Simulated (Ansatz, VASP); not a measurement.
Al4Cl: VASP beside Ansatz

```
Al Cl
1.0
    -2.95610    2.95610    2.95610
     2.95610   -2.95610    2.95610
     2.95610    2.95610   -2.95610
Al Cl
4 1
Direct
  0.50000 0.50000 0.50000
  0.00000 0.00000 0.50000
  0.00000 0.50000 0.00000
  0.50000 0.00000 0.00000
  0.00000 0.00000 0.00000
```

Alike in both runs: task single point; functional PBE; k mesh 4 × 4 × 4; occupations gaussian, width 0.1 eV; no spin polarisation.

|  | VASP | Ansatz |
| --- | --- | --- |
| version | VASP 6.6.1 | Ansatz 0.2.0 |
| potentials or method | VASP PAW PBE potentials, release 64 (Al, Cl), cutoff 520 eV | scalar-relativistic, plane waves, PAW |
| valence electrons in the cell | 19 | 19 |

```tsv
	VASP	Ansatz	Ansatz less VASP
gap on the k mesh at the Fermi level (eV)	none	none	-
pressure (GPa)	6.4	6.4	-0.06
```

A gap of «none» marks a metal or a gap that the smearing closes.

The k mesh is coarse, so the values compare programs but aren't converged.
